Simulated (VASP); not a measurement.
Crystal: Ag.

```
CELL_PARAMETERS angstrom
4.58504 0.00000 0.00000
-2.29252 3.97076 0.00000
0.00000 0.00000 2.81063
ATOMIC_POSITIONS crystal
Ag 0.00000 0.00000 0.00000
Ag 0.33333 0.66667 0.50000
Ag 0.66667 0.33333 0.50000
```

This isn't the form of Ag at room conditions, which is fcc.

| Quantity | Value |
| --- | --- |
| Program | VASP 6.6.1 |
| Task | relaxation of cell and atoms |
| Functional | PBEsol |
| Potentials or basis | VASP PAW PBE potentials, release 64 (Ag) |
| Cutoff | 600 eV |
| k mesh | 8 × 8 × 11 |
| Occupations | fermi-dirac, width 0.1 eV |
| Spin | no spin polarisation |

At the start: pressure -0.4 GPa; volume 17.06 Å³/atom.

Problem. Where does the relaxation end?

Solution. Over 5 steps the energy falls by 3.2 meV/atom and the volume is 16.98 Å³/atom (-0.4 %); space group P6/mmm (No. 191, to 0.1 Å) before and after.

Step by step:
| step | energy change (eV) | largest force (eV/Å) | pressure (GPa) | volume (Å³) |
| --- | --- | --- | --- | --- |
| 1 | 0.0000 | 0.0000 | -0.37 | 51.17 |
| 2 | -0.0092 | 0.0000 | 0.17 | 50.87 |
| 3 | -0.0094 | 0.0000 | 0.30 | 50.82 |
| 4 | -0.0094 | 0.0000 | -0.19 | 51.06 |
| 5 | -0.0095 | 0.0000 | 0.00 | 50.94 |

Final structure:
```yaml
crystal:
  lattice:
    - [4.61335, 0.00000, 0.00000]
    - [-2.30668, 3.99528, 0.00000]
    - [0.00000, 0.00000, 2.76389]
  atoms:
    - { symbol: Ag, position: [0.00000, 0.00000, 0.00000] }
    - { symbol: Ag, position: [0.33333, 0.66667, 0.50000] }
    - { symbol: Ag, position: [0.66667, 0.33333, 0.50000] }
```

Caveat: the PAW data sets were made with another functional, which shifts forces and pressure a little.
